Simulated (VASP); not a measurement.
Wanted: the native input for a VASP 6.6.1 run.

- Task: single point
- Functional: PBE
- Potentials or basis: VASP PAW PBE potentials, release 64 (Gd, N)
- Cutoff: 520 eV
- k mesh: 11 × 11 × 11
- Occupations: fermi-dirac, width 0.05 eV
- Spin: collinear spin, ferromagnetic start
- Starting moments: [7.0, 0.0] μB
- Dipole correction: no
- Further INCAR settings: ALGO = Normal; EDIFF = 1e-07; NBANDS = 22

The structure of GdN lies in POSCAR:

```
GdN
1.0
    0.0000000000      2.5404826939      2.5404826939
    2.5404826939      0.0000000000      2.5404826939
    2.5404826939      2.5404826939      0.0000000000
Gd N
1 1
Direct
    0.0000000000      0.0000000000      0.0000000000
    0.5000000000      0.5000000000      0.5000000000
```

The input as run:

INCAR

```
SYSTEM = GdN
PREC = Accurate ; ENCUT = 520
EDIFF = 1E-7 ; ISMEAR = -1
SIGMA = 0.05 ; LREAL = .FALSE.
LASPH = .TRUE. ; NELM = 150
ALGO = Normal ; ISIF = 2
LWAVE = .FALSE. ; LCHARG = .FALSE.
ISPIN = 2 ; MAGMOM = 7 0
LORBIT = 11 ; LMAXMIX = 6
GGA = PE ; NBANDS = 22
```

KPOINTS

```
Automatic mesh
0
G
  11 11 11
  0 0 0
```

Potentials or basis: VASP PAW PBE potentials, release 64 (Gd, N).

Launch:

```console
$ cat potpaw_PBE.64/Gd/POTCAR potpaw_PBE.64/N/POTCAR > POTCAR
$ mpirun -np 1 vasp_std > vasp.out
```

It gave:

```yaml
Pressure: -7.5 GPa
Band_gap_on_the_k_mesh: zero (filled and empty bands overlap)
Net_moment: 7.00 μB per cell
Site_moments: Gd +6.80; N -0.08 μB
Valence_electrons_inside_the_program's_atomic_spheres: Gd 15.18; N 3.60
```

Caveat: the cell stands under tension; spin-orbit coupling is left out, which moves the levels of the heavy elements; a cell with one magnetic atom can't hold antiferromagnetic order, which such compounds often take; semilocal functionals describe open f shells poorly, which spoils levels, moments and volumes.

Wall time 8 min on 1 thread of Intel Xeon 8259CL, on a shared host, peak memory 0.23 GiB.
